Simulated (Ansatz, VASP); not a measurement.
## Two plane-wave programs on Ta2F

```
CELL_PARAMETERS angstrom
-2.88843 0.00649 0.03447
-1.12472 -2.66240 -0.00311
-0.79498 -0.72052 27.12384
ATOMIC_POSITIONS crystal
Ta 0.70209 0.72736 0.12851
Ta 0.71484 0.21750 0.63069
Ta 0.29552 0.77381 0.37151
Ta 0.28659 0.28159 0.86929
Ta 0.23239 0.24742 0.04241
Ta 0.24406 0.73859 0.54466
Ta 0.76686 0.25314 0.45758
Ta 0.75677 0.76145 0.95537
F 0.34227 0.36994 0.18125
F 0.35405 0.86127 0.68347
F 0.65635 0.13085 0.31872
F 0.64822 0.63708 0.81653
```

Change from the starting cell: cell x2, atoms moved at random (sigma 0.1 Å) and cell strained at random (1.5 %), then relaxed without symmetry.

Alike in both runs: functional PBE; k mesh 8 × 8 × 1; occupations gaussian, width 0.2 eV; no spin polarisation.

Ansatz relaxed the structure, and its values are those at the end. VASP's run is a single point on that final structure, the one shown.

```csv
,VASP,Ansatz
version,VASP 6.6.1,Ansatz 0.2.0
potentials or method,"VASP PAW PBE potentials, release 64 (Ta_pv, F), cutoff 520 eV","scalar-relativistic, plane waves, PAW"
valence electrons in the cell,116,132
```

|  | VASP | Ansatz | Ansatz less VASP |
| --- | --- | --- | --- |
| gap on the k mesh at the Fermi level (eV) | none | none | - |
| pressure (GPa) | 0.1 | 0.0 | -0.10 |
| rms of the force components (eV/Å) | 0.017 | 0.006 | -0.0106 |

A gap of «none» marks a metal or a gap that the smearing closes. VASP's potentials hold 116 valence electrons a cell and Ansatz's 132, so a difference there can come from the potentials and not from the codes.

Neither program's run includes spin-orbit coupling.
